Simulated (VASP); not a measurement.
# Ir (R-3m) in VASP: further runs, part 2 of 2

VASP 6.6.1. The steps go on from the part before.

### 3 Single point, PBE (shortest bond scaled by 0.82)

The input, INCAR:

```
PREC     = Accurate       # precision mode
ENCUT    = 520            # plane-wave cutoff, eV
EDIFF    = 1E-7           # SCF threshold, eV
ISMEAR   = -1             # smearing method
SIGMA    = 0.05           # smearing width, eV
LREAL    = False          # projectors in reciprocal space
LASPH    = True           # aspherical terms in the spheres
NELM     = 100            # most SCF steps
ALGO     = Normal         # electronic algorithm
ISIF     = 2              # what is computed and relaxed
LWAVE    = False          # write WAVECAR
LCHARG   = True           # write CHGCAR
GGA      = PE             # functional
LELF     = True           # ELF
LVHAR    = True         
NBANDS   = 16             # bands
```

The input, KPOINTS:

```
Automatic mesh
0
Gamma
  10 10 10
```

The input, POSCAR:

```
Ir
1.0
    0.0000000000      2.6272165707      2.6272165707
    2.6272165707      0.0000000000      2.6272165707
    2.6272165707      2.6272165707      0.0000000000
Ir
2
Direct
   -0.1925000000     -0.1025000000     -0.1025000000
    0.1925000000      0.1025000000      0.1025000000
```

Potentials or basis: VASP PAW PBE potentials, release 64 (Ir).

Launch:

```console
cat potpaw_PBE.64/Ir/POTCAR > POTCAR
mpirun -np 1 vasp_std > vasp.out
```

OUTCAR:

```text
PREC = Accurate
   ENCUT = 520
   EDIFF = 1E-7
   ISMEAR = -1
   LREAL = False
   LASPH = True
   NELM = 100
   ISIF = 2
   GGA = PE

 ion  position               nearest neighbor table
   1  0.807  0.898  0.898-   2 1.87   2 2.44   2 2.44   2 2.44
   2  0.193  0.102  0.102-   1 1.87   1 2.44   1 2.44   1 2.44

  LATTYP: Found a face centered cubic cell.
 ALAT       =     5.2544331414

  Lattice vectors:

 A1 = (   0.0000000000,   2.6272165707,   2.6272165707)
 A2 = (   2.6272165707,   0.0000000000,   2.6272165707)
 A3 = (   2.6272165707,   2.6272165707,   0.0000000000)

Analysis of symmetry for initial positions (statically):
=====================================================================
 Subroutine PRICEL returns:
 Original cell was already a primitive cell.

 Routine SETGRP: Setting up the symmetry group for a
 face centered cubic supercell.

 Subroutine GETGRP returns: Found 12 space group operations
 (whereof  4 operations were pure point group operations)
 out of a pool of 48 trial point group operations.

The static configuration has the point symmetry C_2h.
 The point group associated with its full space group is D_3d.

Analysis of symmetry for dynamics (positions and initial velocities):
=====================================================================
 Subroutine PRICEL returns:
 Original cell was already a primitive cell.

 Routine SETGRP: Setting up the symmetry group for a
 face centered cubic supercell.

 Subroutine GETGRP returns: Found 12 space group operations
 (whereof  4 operations were pure point group operations)
 out of a pool of 48 trial point group operations.

The dynamic configuration has the point symmetry C_2h.
 The point group associated with its full space group is D_3d.

 Subroutine INISYM returns: Found 12 space group operations
 (whereof  4 operations are pure point group operations),
 and found     1 'primitive' translations

[... 99 lines left out ...]
   NFREE  =      0    steps in history (QN), initial steepest desc. (CG)
   ISIF   =      2    stress and relaxation
   ISYM   =      2    0-nonsym 1-usesym 2-fastsym
   POTIM  = 0.5000    time-step for ionic-motion
   TEBEG  =    0.0;   TEEND  =   0.0 temperature during run
   PSTRESS=    0.0 pullay stress
   NELECT =      18.0000    total number of electrons
   NUPDOWN=      -1.0000    fix difference up-down
   EMIN   =  10.00;   EMAX   =-10.00  energy-range for DOS
   EFERMI =   0.00;   METHOD = LEGACY
   ISMEAR =    -1;   SIGMA  =   0.05  broadening in eV -4-tet -1-fermi 0-gaus
   EFERMI_NEDOS =   21; number of points for ismear=-14 and -15
   IALGO  =     38    algorithm
   IMIX   =      4    mixing-type and parameters
     AMIX     =   0.40;   BMIX     =  1.00
     AMIX_MAG =   1.60;   BMIX_MAG =  1.00
  volume/ion in A,a.u.               =      18.13       122.37
  Fermi-wavevector in a.u.,A,eV,Ry     =   1.296164  2.449394 22.858330  1.680040
  Thomas-Fermi vector in A             =   2.427637
   LORBIT       =      0    0 simple, 1 ext, 2 COOP (PROOUT), +10 PAW based schemes
   GGA     = PE    functional components
[... 5 lines left out ...]
 non-spin polarized calculation
  energy-cutoff  :      520.00
  volume of cell :       36.27
 maximum number of plane-waves:       990
   NGX = 13   NGY = 13   NGZ = 13

 number of electron      17.9999999 magnetization

 Free energy of the ion-electron system (eV)
  ---------------------------------------------------
  ext. energy  EPLUGINS =         0.00000000
  ---------------------------------------------------
  free energy    TOTEN  =       -11.34453196 eV

  energy without entropy =      -11.32884532  energy(sigma->0) =      -11.33668864

 E-fermi :   7.3963     XC(G=0): -12.0569

 val. band max:        7.3628375143   @ k =   0.3000   0.2000  -0.4000
 cond. band min:       7.4034185954   @ k =   0.0000  -0.4000   0.1000
 fundamental gap:      0.0405810810
 Fermi energy:         7.3963217006

 k-point     1 :       0.0000    0.0000    0.0000
  band No.  band energies     occupation
      1      -1.6817      2.00000
      2       0.3671      2.00000
      3       0.3671      2.00000
      4       1.3087      2.00000
      5       1.9584      2.00000
      6       1.9584      2.00000
[... 433 lines left out ...]
      3       0.4595      2.00000
      4       1.6339      2.00000
      5       2.6278      2.00000
      6       2.9693      2.00000
[... 8 lines left out ...]
     15      18.9687      0.00000
     16      21.0380      0.00000

 [... further k-points ...]
[... 5 lines left out ...]
  --------------------------------------------------------------------------------------
  -------------------------------------------------------------------------------------
  Total       17.1447701     17.1447701     17.1447701    -13.6593177     13.6593177    -13.6593177
  in kB      757.3988274    757.3988274    757.3988274   -603.4231529    603.4231529   -603.4231529
  external PRESSURE =     757.3988274 kB  Pullay stress =       0.0000000 kB

 VOLUME and BASIS-vectors are now :
 -----------------------------------------------------------------------------
  energy-cutoff  :      520.00
  volume of cell :       36.27
      direct lattice vectors                 reciprocal lattice vectors
     0.000000000  2.627216571  2.627216571    -0.190315487  0.190315487  0.190315487
     2.627216571  0.000000000  2.627216571     0.190315487 -0.190315487  0.190315487
     2.627216571  2.627216571  0.000000000     0.190315487  0.190315487 -0.190315487

 POSITION                                       TOTAL-FORCE (eV/Angst)
 -----------------------------------------------------------------------------------
      4.71585      4.47940      4.47940       -12.556148     12.556148     12.556148
      0.53858      0.77503      0.77503        12.556148    -12.556148    -12.556148
 -----------------------------------------------------------------------------------
    total drift:                                0.000000      0.000000      0.000000

  FREE ENERGIE OF THE ION-ELECTRON SYSTEM (eV)
  ---------------------------------------------------
  free  energy   TOTEN  =       -11.3445319590 eV

  energy  without entropy=      -11.3288453163  energy(sigma->0) =      -11.33668864
```

stdout:

```text
POSCAR found type information on POSCAR Ir
 POSCAR found :  1 types and       2 ions
 scaLAPACK will be used
 LDA part: xc-table for (Slater+PW92), standard interpolation
 POSCAR, INCAR and KPOINTS ok, starting setup
 FFT: planning ... GRIDC
 FFT: planning ... GRID_SOFT
 FFT: planning ... GRID
 WAVECAR not read
 entering main loop
```

Run time: 1.9 min. Hardware: 1 thread of AMD EPYC 9R45, shared host; peak memory 0.17 GiB.

What came out:

```yaml
Free_energy: -11.3445 eV
Pressure: 75.7 GPa
Largest_force: 21.748 eV/Å
Band_gap_on_the_k_mesh: zero (band 9 reaches 8.20 eV, above the bottom of band 10 at 6.87 eV)
```

Forces in eV/Å, atoms in the order of the input:
```
Ir  -12.556  12.556  12.556
Ir   12.556 -12.556 -12.556
```

Stress tensor (GPa, compression positive):
```
 75.74 -60.34 -60.34
-60.34  75.74  60.34
-60.34  60.34  75.74
```

Caveat: the cell differs from its parent crystal (shortest bond scaled by 0.82); spin-orbit coupling is left out, which moves the levels of the heavy elements; forces of over 1 eV/Å act on the atoms, so gaps and moduli don't describe the material at rest.

### 4 Single point, PBE (shortest bond scaled by 0.64, source ansatz)

The input, INCAR:

```
SYSTEM = Ir
PREC     = Accurate       ! precision mode
ENCUT    = 520            ! plane-wave cutoff, eV
EDIFF    = 1E-6           ! SCF threshold, eV
ISMEAR   = -1             ! smearing method
SIGMA    = 0.05           ! smearing width, eV
LREAL    = .False.        ! projectors in reciprocal space
LASPH    = .True.         ! aspherical terms in the spheres
NELM     = 80             ! most SCF steps
ALGO     = Normal         ! electronic algorithm
ISIF     = 2              ! what is computed and relaxed
LWAVE    = .False.        ! write WAVECAR
LCHARG   = .True.         ! write CHGCAR
GGA      = PE             ! functional
LELF     = .True.         ! ELF
LVHAR    = .True.       
NBANDS   = 16             ! bands
```

The input, KPOINTS:

```
regular mesh
0
Gamma
  10 10 10
  0 0 0
```

The input, POSCAR:

```
Ir
1.0
    0.0000000000      2.6272165707      2.6272165707
    2.6272165707      0.0000000000      2.6272165707
    2.6272165707      2.6272165707      0.0000000000
Ir
2
Direct
   -0.2600000000     -0.0800000000     -0.0800000000
    0.2600000000      0.0800000000      0.0800000000
```

Launch:

```console
cat potpaw_PBE.64/Ir/POTCAR > POTCAR
mpirun -np 1 vasp_std > vasp.out
```

It took 91 s on 1 thread of AMD EPYC 9R45, shared host; peak memory 0.17 GiB.

It converged, with:

```
Free energy            : 7.5313 eV
Pressure               : 169.1 GPa
Largest force          : 81.168 eV/Å
Band gap on the k mesh : zero (band 9 reaches 8.50 eV, above the bottom of band 10 at 6.40 eV)
```

Forces in eV/Å, atoms in the order of the input:
```
Ir  -46.863  46.863  46.863
Ir   46.863 -46.863 -46.863
```

Stress tensor (GPa, compression positive):
```
 169.11 -170.11 -170.11
-170.11  169.11  170.11
-170.11  170.11  169.11
```

Levels at points of the mesh, in eV from the Fermi level:
```tsv
k point	band 6	band 7	band 8	band 9	band 10	band 11	band 12	band 13
(0.00, 0.00, 0.00)	-6.31	-3.52	-1.11	-1.11	0.96	0.96	10.12	10.45
(0.50, 0.00, 0.00)	-4.36	-0.48	-0.48	1.43	1.79	4.50	4.50	9.17
(0.00, 0.50, 0.00)	-2.83	-2.34	-2.08	-0.89	-0.67	0.63	5.12	9.71
(0.50, 0.50, 0.00)	-3.01	-2.37	-1.03	-0.87	1.23	4.46	5.03	5.17
```

Caveat: the cell differs from its parent crystal (shortest bond scaled by 0.64, source ansatz); spin-orbit coupling is left out, which moves the levels of the heavy elements; forces of over 1 eV/Å act on the atoms, so gaps and moduli don't describe the material at rest.
